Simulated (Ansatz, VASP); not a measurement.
# One calculation of MgB2, two programs

INCAR

```
SYSTEM = MgB2
PREC = Accurate
ENCUT = 600
EDIFF = 1E-7
ISMEAR = 0
SIGMA = 0.1
LREAL = .False.
LASPH = .True.
NELM = 120
ALGO = Normal
ISIF = 3
LWAVE = .False.
LCHARG = .False.
GGA = PE
IBRION = 2
NSW = 100
EDIFFG = -0.002
GGA_COMPAT = .False.
NELMIN = 4
```

The input KPOINTS:

```
regular mesh
0
Gamma
  15 15 12
  0 0 0
```

File POSCAR:

```
MgB2
1.0
    3.0627620600      0.0000000000      0.0000000000
   -1.5313810300      2.6524297500      0.0000000000
    0.0000000000      0.0000000000      3.5208704800
Mg B
1 2
Direct
    0.0000000000      0.0000000000      0.0000000000
    0.6666666700      0.3333333300      0.5000000000
    0.3333333300      0.6666666700      0.5000000000
```

Input for Ansatz:

```yaml
crystal:
  lattice:
    - [3.06276206, 0.0, 0.0]
    - [-1.53138103, 2.65242975, 0.0]
    - [0.0, 0.0, 3.52087048]
  atoms:
    - { symbol: Mg, position: [0.0, 0.0, 0.0] }
    - { symbol: B, position: [0.66666667, 0.33333333, 0.5] }
    - { symbol: B, position: [0.33333333, 0.66666667, 0.5] }
basis:
  ecutwfc: 420
kpoints:
  mp_grid: { grid: [15, 15, 12] }
hamiltonian:
  xc: pbe
  pseudopotentials: { kind: paw, azcp: { folder: soft_1 } }
scf:
  occupations: { method: gaussian, width: 0.1 }
output:
  forces: true
  stress: true
  eigenvalues: true
  write_density: true
  write_potential: true
  elf: true
  volumetric_format: npy
relax:
  adjacent_minimum: "off"
  f_tol: 0.002
  max_steps: 80
  cell: { stress_tol: 0.02 }
```

Alike in both runs: task relaxation of cell and atoms; functional PBE; k mesh 15 × 15 × 12; occupations gaussian, width 0.1 eV; no spin polarisation.

|  | VASP | Ansatz |
| --- | --- | --- |
| version | VASP 6.6.1 | Ansatz 0.2.0 |
| potentials or method | VASP PAW PBE potentials, release 64 (Mg, B), cutoff 600 eV | scalar-relativistic, plane waves, PAW |
| valence electrons in the cell | 8 | 16 |

|  | VASP | Ansatz | Ansatz less VASP |
| --- | --- | --- | --- |
| gap on the k mesh at the Fermi level, each at its own relaxed structure (eV) | none | none | - |
| relaxed volume (Å³/atom) | 9.61 | 9.63 | +0.018 |
| relaxed cell length with the largest relative difference (Å) | 3.527 | 3.532 | +0.0054 |

A gap of «none» marks a metal or a gap that the smearing closes. VASP's potentials hold 8 valence electrons a cell and Ansatz's 16, so a difference there can come from the potentials and not from the codes.
